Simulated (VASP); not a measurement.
Set up this calculation in VASP 6.6.1, as the native input.

```yaml
Task: single point
Functional: PBE
Potentials_or_basis: VASP PAW PBE potentials, release 64 (Na_pv, Cl)
Cutoff: 520 eV
k_mesh: 6 × 6 × 4
Occupations: gaussian, width 0.02 eV
Spin: no spin polarisation
Dipole_correction: no
Further_INCAR_settings: ALGO = Normal; EDIFF = 1e-06; NBANDS = 14
```

The structure of NaCl lies in POSCAR:

```
NaCl
1.0
    3.8486475566      0.0000000000      0.0000000000
    0.0000000000      3.8486475566      0.0000000000
    0.0000000000      0.0000000000      6.6915755714
Na Cl
1 1
Direct
    0.5000000000      0.5000000000      0.5000000000
    0.0000000000      0.0000000000      0.5000000000
```

The input as run:

INCAR

```
SYSTEM = NaCl
ALGO = Normal
EDIFF = 1E-6
ENCUT = 520
GGA = PE
ISIF = 2
ISMEAR = 0
LASPH = .TRUE.
LCHARG = .TRUE.
LELF = .TRUE.
LREAL = .FALSE.
LVHAR = .TRUE.
LWAVE = .FALSE.
NBANDS = 14
NELM = 80
PREC = Accurate
SIGMA = 0.02
```

KPOINTS

```
k-points
0
G
  6 6 4
  0 0 0
```

Potentials or basis: VASP PAW PBE potentials, release 64 (Na_pv, Cl).

Run with:

```sh
$ cat potpaw_PBE.64/Na_pv/POTCAR potpaw_PBE.64/Cl/POTCAR > POTCAR
$ mpirun -np 1 vasp_std > vasp.out
```

It gave:

The pressure is 0.0 GPa and the band gap on the k mesh is 4.63 eV (least direct gap 4.68 eV).

It took 50 s on 1 thread of Intel Xeon 8259CL, with other jobs on the host, peak memory 0.21 GiB.
